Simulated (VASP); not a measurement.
Set up this calculation in VASP 6.6.1, as the native input.

| Item | Value |
| --- | --- |
| Task | single point |
| Functional | BLYP |
| Potentials or basis | VASP PAW PBE potentials, release 64 (Mo_sv) |
| Cutoff | 520 eV |
| k mesh | 8 × 8 × 8 |
| Occupations | fermi-dirac, width 0.05 eV |
| Spin | non-collinear spin, zero start, spin-orbit coupling |
| Starting moments | [[0.0, 0.0, 0.0]] μB |
| Dipole correction | no |
| Further INCAR settings | ALGO = Normal; EDIFF = 1e-07; NBANDS = 25 |

The structure of Mo lies in POSCAR:

```
Mo
1.0
    0.0000000000      2.0545198372      2.0545198372
    2.0545198372      0.0000000000      2.0545198372
    2.0545198372      2.0545198372      0.0000000000
Mo
1
Direct
    0.0000000000      0.0000000000      0.0000000000
```

This cell differs from its parent crystal: volume scaled by 1.06.

The input as run:

INCAR

```
SYSTEM = Mo
AGGAC    = 1.0          
AGGAX    = 1.0          
ALDAC    = 0.0          
ALDAX    = 1.0          
ALGO     = Normal         ! electronic algorithm
EDIFF    = 1E-7           ! SCF threshold, eV
ENCUT    = 520            ! plane-wave cutoff, eV
GGA      = B5             ! functional
GGA_COMPAT= .False.      
ISIF     = 2              ! what is computed and relaxed
ISMEAR   = -1             ! smearing method
LASPH    = .True.         ! aspherical terms in the spheres
LCHARG   = .True.         ! write CHGCAR
LMAXMIX  = 4              ! l up to which the mixer works
LORBIT   = 11             ! projections on sites
LORBMOM  = .True.       
LREAL    = .False.        ! projectors in reciprocal space
LSORBIT  = .True.         ! spin-orbit coupling
LVHAR    = .True.       
LWAVE    = .False.        ! write WAVECAR
MAGMOM   = 0 0 0          ! initial moments
NBANDS   = 25             ! bands
NELM     = 150            ! most SCF steps
PREC     = Accurate       ! precision mode
SIGMA    = 0.05           ! smearing width, eV
```

KPOINTS

```
k-points
0
Gamma
  8 8 8
  0 0 0
```

Potentials or basis: VASP PAW PBE potentials, release 64 (Mo_sv).

Run with:

```sh
$ cat potpaw_PBE.64/Mo_sv/POTCAR > POTCAR
$ mpirun -np 1 vasp_ncl > vasp.out
```

Results of the run:

```
Pressure                                              : -7.1 GPa
Net moment                                            : 0.00 μB per cell
Valence electrons inside the program's atomic spheres : Mo 12.39
```

Caveat: the PAW data sets were made with another functional, which shifts forces and pressure a little.

Wall time 18 s on 1 thread of Intel(R) Xeon(R) 6975P-C (Granite Rapids) (shared host), peak memory 0.19 GiB.
